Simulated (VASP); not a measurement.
A run of VASP 6.6.1 is set up as follows.

File INCAR:

```
PREC     = Accurate       # precision mode
ENCUT    = 520            # plane-wave cutoff, eV
EDIFF    = 1E-6           # SCF threshold, eV
ISMEAR   = -1             # smearing method
SIGMA    = 0.05           # smearing width, eV
LREAL    = F              # projectors in reciprocal space
LASPH    = T              # aspherical terms in the spheres
NELM     = 60             # most SCF steps
ALGO     = Normal         # electronic algorithm
ISIF     = 2              # what is computed and relaxed
LWAVE    = F              # write WAVECAR
LCHARG   = F              # write CHGCAR
NBANDS   = 13             # bands
```

Contents of KPOINTS:

```
Automatic mesh
0
Gamma
  11 11 11
```

File POSCAR:

```
Sn
1.0
   -1.7604013028      1.8103704880      2.3842034864
    1.7604013028     -1.8103704880      2.3842034864
    1.7604013028      1.8103704880     -2.3842034864
Sn
1
Direct
    0.0000000000      0.0000000000      0.0000000000
```

Potentials or basis: VASP PAW LDA potentials, release 64 (Sn_d).

Launch:

```console
$ cat potpaw_LDA.64/Sn_d/POTCAR > POTCAR
$ mpirun -np 1 vasp_std > vasp.out
```

Question: Predict the pressure.

Answer: -6.6 GPa.

Question: Estimate the band gap on the k mesh.

Answer: Zero (bands 7 and 8 overlap by 8.07 eV).

Stress tensor (GPa, compression positive):
```
-6.18  0.00  0.00
 0.00 -7.52  0.00
 0.00  0.00 -6.17
```

Caveat: the cell stands under tension; spin-orbit coupling is left out, which moves the levels of the heavy elements.
